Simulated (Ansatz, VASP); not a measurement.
## One calculation of SiGe, two programs

File INCAR:

```
SYSTEM = SiGe
  PREC = Accurate
  ENCUT = 520
  EDIFF = 1E-7
  ISMEAR = 0
  SIGMA = 0.03
  LREAL = .False.
  LASPH = .True.
  NELM = 100
  ALGO = Normal
  ISIF = 2
  LWAVE = .False.
  LCHARG = .False.
  GGA = PS
  NBANDS = 26
```

The input KPOINTS:

```
Automatic mesh
0
Gamma
  12 12 6
  0 0 0
```

The input POSCAR:

```
SiGe
1.0
    3.8298598834      0.0000000000      0.0000000000
   -1.9149299417      3.3167559519      0.0000000000
    0.0000000000      0.0000000000      6.3265237446
Si Ge
2 2
Direct
    0.6666666667      0.3333333333      0.8745463082
    0.3333333333      0.6666666667      0.3745463082
    0.6666666667      0.3333333333      0.5159730348
    0.3333333333      0.6666666667      0.0159730348
```

Input for Ansatz:

```yaml
crystal:
  lattice:
    - [3.8298598834, 0.0, 0.0]
    - [-1.9149299417, 3.3167559519, 0.0]
    - [0.0, 0.0, 6.3265237446]
  atoms:
    - { symbol: Si, position: [0.6666666667, 0.3333333333, 0.8745463082] }
    - { symbol: Si, position: [0.3333333333, 0.6666666667, 0.3745463082] }
    - { symbol: Ge, position: [0.6666666667, 0.3333333333, 0.5159730348] }
    - { symbol: Ge, position: [0.3333333333, 0.6666666667, 0.0159730348] }
basis:
  ecutwfc: 420
kpoints:
  mp_grid: { grid: [12, 12, 6] }
hamiltonian:
  xc: pbesol
  pseudopotentials: { kind: paw, azcp: { folder: soft_1 } }
scf:
  occupations: { method: gaussian, width: 0.03 }
output:
  forces: true
  stress: true
  eigenvalues: true
```

Alike in both runs: task single point; functional PBEsol; k mesh 12 × 12 × 6; occupations gaussian, width 0.03 eV; no spin polarisation.

```csv
,VASP,Ansatz
version,VASP 6.6.1,Ansatz 0.2.0
potentials or method,"VASP PAW PBE potentials, release 64 (Si, Ge_d), cutoff 520 eV","scalar-relativistic, plane waves, PAW"
valence electrons in the cell,36,36
```

Ansatz gave:

| Item | Value |
| --- | --- |
| pressure (GPa) | 5.2 |
| traceless stress, the component that is largest in VASP (GPa) | 5.61 |
| rms of the force components (eV/Å) | 0.864 |

Estimate VASP's values.

pressure (GPa): 5.2; traceless stress, the component that is largest in VASP (GPa): 5.58; rms of the force components (eV/Å): 0.862.

VASP's potentials were made for PBE, not for PBEsol, and Ansatz warns of the same on its side. Atom by atom the forces differ by 0.002 eV/Å (rms over components). With one functional, cell and mesh, what is left measures potentials, basis and numerics.
